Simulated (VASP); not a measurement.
# Zr4Ag: single point with PBE

Zr4Ag:

```
Zr Ag
1.0
     5.14316    0.00000    0.00000
     0.00000    5.14316    0.00000
     0.00000    0.00000    5.14316
Zr Ag
4 1
Direct
  0.00000 0.50000 0.50000
  0.50000 0.00000 0.50000
  0.50000 0.50000 0.00000
  0.50000 0.50000 0.50000
  0.00000 0.00000 0.00000
```

| Item | Value |
| --- | --- |
| Program | VASP 6.6.1 |
| Task | single point |
| Functional | PBE |
| Potentials or basis | VASP PAW PBE potentials, release 64 (Zr_sv, Ag) |
| Cutoff | 520 eV |
| k mesh | 4 × 4 × 4 |
| Occupations | gaussian, width 0.2 eV |
| Spin | no spin polarisation |
| Dipole correction | no |
| Further INCAR settings | ALGO = Normal; EDIFF = 1e-07; NBANDS = 38 |

```
Pressure : 0.3 GPa
```

Levels at points of the mesh, in eV from the Fermi level:
```tsv
k point	band 27	band 28	band 29	band 30	band 31	band 32
(0.00, 0.00, 0.00)	-1.76	-1.44	-0.30	-0.30	1.52	1.52
(0.50, 0.00, 0.00)	-1.63	-0.98	0.35	0.41	0.41	0.45
(0.50, 0.50, 0.00)	-1.47	-0.31	-0.24	0.10	0.10	0.46
(0.50, 0.50, 0.50)	-0.72	-0.72	0.41	0.41	0.41	1.16
```

Run time: 83 s on 1 thread of Intel(R) Xeon(R) Platinum 8488C (Sapphire Rapids), with other jobs on the host, peak memory 0.25 GiB.
